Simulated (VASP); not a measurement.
GaSb: single point with PBE-based screened hybrid with 25 % exact exchange

GaSb:

```
CELL_PARAMETERS angstrom
0.00000 3.11900 3.11900
3.11900 0.00000 3.11900
3.11900 3.11900 0.00000
ATOMIC_POSITIONS crystal
Sb 0.75000 0.75000 0.75000
Ga 0.00000 0.00000 0.00000
```

```
Program             : VASP 6.6.1
Task                : single point
Functional          : PBE-based screened hybrid with 25 % exact exchange
Potentials or basis : VASP PAW PBE potentials, release 64 (Sb, Ga_d)
Cutoff              : 520 eV
k mesh              : 4 × 4 × 4
Occupations         : fermi-dirac, width 0.05 eV
Spin                : no spin polarisation
```

| Item | Value |
| --- | --- |
| Pressure | -2.2 GPa |
| Band gap on the k mesh | 0.27 eV |

Levels at points of the mesh, in eV from the valence-band top:
```csv
k point,band 5,band 6,band 7,band 8,band 9,band 10,band 11,band 12,band 13,band 14
"(0.00, 0.00, 0.00)",-17.44,-12.00,0.00,0.00,0.00,0.27,3.32,3.32,3.32,6.42
"(0.50, 0.00, 0.00)",-17.44,-10.36,-6.49,-1.13,-1.13,0.80,4.30,4.30,7.15,9.83
"(0.50, 0.50, 0.00)",-17.44,-9.53,-6.99,-2.53,-2.53,1.41,1.79,9.27,9.27,10.52
```

Run time: 9.9 min on 1 thread of AMD EPYC 7R13 Processor (Zen 3) (shared host), peak memory 0.29 GiB.

Caveat: the k points lie up to 0.44 Å⁻¹ apart; the PAW data sets were made with another functional, which shifts forces and pressure a little; spin-orbit coupling is left out, which moves the levels of the heavy elements.
